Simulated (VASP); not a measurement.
Crystal: LaTl.

```
La Tl
1.0
     3.98780    0.00000    0.00000
     0.00000    3.98780    0.00000
     0.00000    0.00000    3.98780
La Tl
1 1
Direct
  0.00000 0.00000 0.00000
  0.50000 0.50000 0.50000
```

| Property | Result |
| --- | --- |
| Program | VASP 6.6.1 |
| Task | relaxation of cell and atoms |
| Functional | PBEsol |
| Potentials or basis | VASP PAW PBE potentials, release 64 (La, Tl_d) |
| Cutoff | 600 eV |
| k mesh | 8 × 8 × 8 |
| Occupations | fermi-dirac, width 0.05 eV |
| Spin | no spin polarisation |

At the start: pressure -2.6 GPa; volume 31.71 Å³/atom.

Question: Where does the relaxation end?

Answer: Over 3 steps the energy falls by 14.2 meV/atom and the volume is 30.04 Å³/atom (-5.3 %); space group Pm-3m (No. 221, to 0.1 Å) before and after.

Step by step:
```csv
step,energy change (eV),largest force (eV/Å),pressure (GPa),volume (Å³)
1,0.0000,0.0000,-2.60,63.42
2,-0.0237,0.0000,1.22,58.81
3,-0.0284,0.0000,0.00,60.08
```

Final structure:
```
La Tl
1.0
     3.91656    0.00000    0.00000
     0.00000    3.91656    0.00000
     0.00000    0.00000    3.91656
La Tl
1 1
Direct
  0.00000 0.00000 0.00000
  0.50000 0.50000 0.50000
```

Caveat: the PAW data sets were made with another functional, which shifts forces and pressure a little.
